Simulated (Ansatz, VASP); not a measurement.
**One calculation of Be, two programs**

```
Be
1.0
     2.43916    0.00000    0.00000
    -1.21958    2.11237    0.00000
     0.00000    0.00000    6.64323
Be
4
Direct
  0.00000 0.00000 0.25000
  0.00000 0.00000 0.75000
  0.33333 0.66667 0.75000
  0.66667 0.33333 0.25000
```

Alike in both runs: task relaxation of cell and atoms; functional r2SCAN; k mesh 9 × 9 × 4; occupations gaussian, width 0.1 eV; no spin polarisation.

|  | VASP | Ansatz |
| --- | --- | --- |
| version | VASP 6.6.1 | Ansatz 0.2.0 |
| potentials or method | VASP PAW PBE potentials, release 64 (Be), cutoff 600 eV | scalar-relativistic, plane waves, PAW |
| valence electrons in the cell | 8 | 8 |

|  | VASP | Ansatz | Ansatz less VASP |
| --- | --- | --- | --- |
| gap on the k mesh at the Fermi level, each at its own relaxed structure (eV) | none | none | - |
| relaxed volume (Å³/atom) | 10.45 | 10.41 | -0.041 |
| relaxed length of the cell vector where the two differ most in proportion (Å) | 3.660 | 3.655 | -0.0050 |

VASP's potentials were made for PBE, not for r2SCAN. A gap of «none» marks a metal or a gap that the smearing closes.

Noted on VASP's run: the volume moved by over 15 % at a fixed basis, so the end points are rough.
